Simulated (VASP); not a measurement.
Wanted: the native input for a VASP 6.6.1 run.

```
Task                   : single point
Functional             : PBEsol
Potentials or basis    : VASP PAW PBE potentials, release 64 (Ge_d, Sb, Te)
Cutoff                 : 520 eV
k mesh                 : 9 × 9 × 2
Occupations            : gaussian, width 0.03 eV
Spin                   : no spin polarisation
Dipole correction      : no
Further INCAR settings : ALGO = Normal; EDIFF = 1e-06; NBANDS = 44
```

The structure of Ge2Sb2Te5 lies in POSCAR:

```
Ge2Sb2Te5
1.0
    4.1603000000      0.0000000000      0.0000000000
   -2.0801500000      3.6029254874      0.0000000000
    0.0000000000      0.0000000000     17.4160000000
Ge Sb Te
2 2 5
Direct
    0.0000000000      0.0000000000      0.3377431858
    0.0000000000      0.0000000000      0.6622568142
    0.3333333333      0.6666666667      0.1166512047
    0.6666666667      0.3333333333      0.8833487953
    0.0000000000      0.0000000000      0.0000000000
    0.3333333333      0.6666666667      0.7813977855
    0.6666666667      0.3333333333      0.2186022145
    0.3333333333      0.6666666667      0.4202212940
    0.6666666667      0.3333333333      0.5797787060
```

These files were run (other wordings do the same):

INCAR

```
PREC = Accurate ; ENCUT = 520
EDIFF = 1E-6 ; ISMEAR = 0
SIGMA = 0.03 ; LREAL = False
LASPH = True ; NELM = 80
ALGO = Normal ; ISIF = 2
LWAVE = False ; LCHARG = False
GGA = PS ; NBANDS = 44
```

KPOINTS

```
Automatic mesh
0
Gamma
  9 9 2
```

Potentials or basis: VASP PAW PBE potentials, release 64 (Ge_d, Sb, Te).

The run is started by

```bash
$ cat potpaw_PBE.64/Ge_d/POTCAR potpaw_PBE.64/Sb/POTCAR potpaw_PBE.64/Te/POTCAR > POTCAR
$ mpirun -np 1 vasp_std > vasp.out
```

It gave:

```yaml
Pressure: 0.4 GPa
Largest_force: 0.043 eV/Å
Band_gap_on_the_k_mesh: zero (band 34 reaches 6.82 eV, above the bottom of band 35 at 6.78 eV)
```

Caveat: the PAW data sets were made with another functional, which shifts forces and pressure a little; spin-orbit coupling is left out, which moves the levels of the heavy elements.

Wall time 8.6 min on 1 thread of Intel Xeon 6975P-C (shared host), peak memory 0.54 GiB.
